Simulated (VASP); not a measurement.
Input of a VASP 6.6.1 run:

The input INCAR:

```
SYSTEM = AlN
PREC     = Accurate       ! precision mode
ENCUT    = 520            ! plane-wave cutoff, eV
EDIFF    = 1E-6           ! SCF threshold, eV
ISMEAR   = 0              ! smearing method
SIGMA    = 0.01           ! smearing width, eV
LREAL    = .FALSE.        ! projectors in reciprocal space
LASPH    = .TRUE.         ! aspherical terms in the spheres
NELM     = 60             ! most SCF steps
ALGO     = Normal         ! electronic algorithm
ISIF     = 2              ! what is computed and relaxed
LWAVE    = .FALSE.        ! write WAVECAR
LCHARG   = .FALSE.        ! write CHGCAR
GGA      = CA             ! functional
NBANDS   = 16             ! bands
```

KPOINTS

```
Automatic mesh
0
G
  8 8 4
  0 0 0
```

The input POSCAR:

```
AlN
1.0
    3.0797842281      0.0000000000      0.0000000000
   -1.5398921140      2.6671713797      0.0000000000
    0.0000000000      0.0000000000      4.9256351472
Al N
2 2
Direct
    0.3333333333      0.6666666667     -0.0010810067
    0.6666666667      0.3333333333      0.4989189933
    0.3333333333      0.6666666667      0.3810810067
    0.6666666667      0.3333333333      0.8810810067
```

Potentials or basis: VASP PAW LDA potentials, release 64 (Al, N).

Command:

```console
$ cat potpaw_LDA.64/Al/POTCAR potpaw_LDA.64/N/POTCAR > POTCAR
$ mpirun -np 1 vasp_std > vasp.out
```

**Question.** Predict the band gap on the k mesh.

**Answer.** 4.50 eV, direct.

**Question.** Predict the pressure.

**Answer.** 2.7 GPa.

LDA gaps usually lie below the measured ones, often by a third to a half.
